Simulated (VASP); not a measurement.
Wanted: the native input for a VASP 6.6.1 run.

```
Task                   : single point
Functional             : LDA
Potentials or basis    : VASP PAW LDA potentials, release 64 (Hf_pv, Si, O)
Cutoff                 : 600 eV
k mesh                 : 6 × 6 × 6
Occupations            : gaussian, width 0.02 eV
Spin                   : no spin polarisation
Dipole correction      : no
Further INCAR settings : ALGO = Normal; EDIFF = 1e-06; NBANDS = 50
```

The structure of HfSiO4 lies in POSCAR:

```
HfSiO4
1.0
   -3.2614464898      3.2614464898      2.9609879434
    3.2614464898     -3.2614464898      2.9609879434
    3.2614464898      3.2614464898     -2.9609879434
Hf Si O
2 2 8
Direct
    0.7500000000      0.2500000000      0.5000000000
    0.0000000000      0.0000000000      0.0000000000
    0.2500000000      0.7500000000      0.5000000000
    0.5000000000      0.5000000000      0.0000000000
    0.1330382642      0.3180865111      0.8149517531
    0.0680865111      0.7531347581      0.6850482469
    0.5031347581      0.3180865111      0.1850482469
    0.0680865111      0.3830382642      0.3149517531
    0.6169617358      0.9319134889      0.6850482469
    0.6819134889      0.8669617358      0.1850482469
    0.2468652419      0.9319134889      0.3149517531
    0.6819134889      0.4968652419      0.8149517531
```

These files were run (other wordings do the same):

INCAR

```
PREC = Accurate
ENCUT = 600
EDIFF = 1E-6
ISMEAR = 0
SIGMA = 0.02
LREAL = F
LASPH = T
NELM = 120
ALGO = Normal
ISIF = 2
LWAVE = F
LCHARG = F
GGA = CA
NBANDS = 50
GGA_COMPAT = F
```

KPOINTS

```
regular mesh
0
Gamma
  6 6 6
```

Potentials or basis: VASP PAW LDA potentials, release 64 (Hf_pv, Si, O).

Run with:

```sh
$ cat potpaw_LDA.64/Hf_pv/POTCAR potpaw_LDA.64/Si/POTCAR potpaw_LDA.64/O/POTCAR > POTCAR
$ mpirun -np 1 vasp_std > vasp.out
```

It gave:

| Quantity | Value |
| --- | --- |
| Pressure | -1.3 GPa |
| Largest force | 0.210 eV/Å |
| Band gap on the k mesh | 5.38 eV (least direct gap 5.75 eV) |

Caveat: spin-orbit coupling is left out, which moves the levels of the heavy elements.

Wall time 8.2 min on 1 thread of Oxide Virtual Turin-like Processor, with other jobs on the host, peak memory 0.33 GiB.
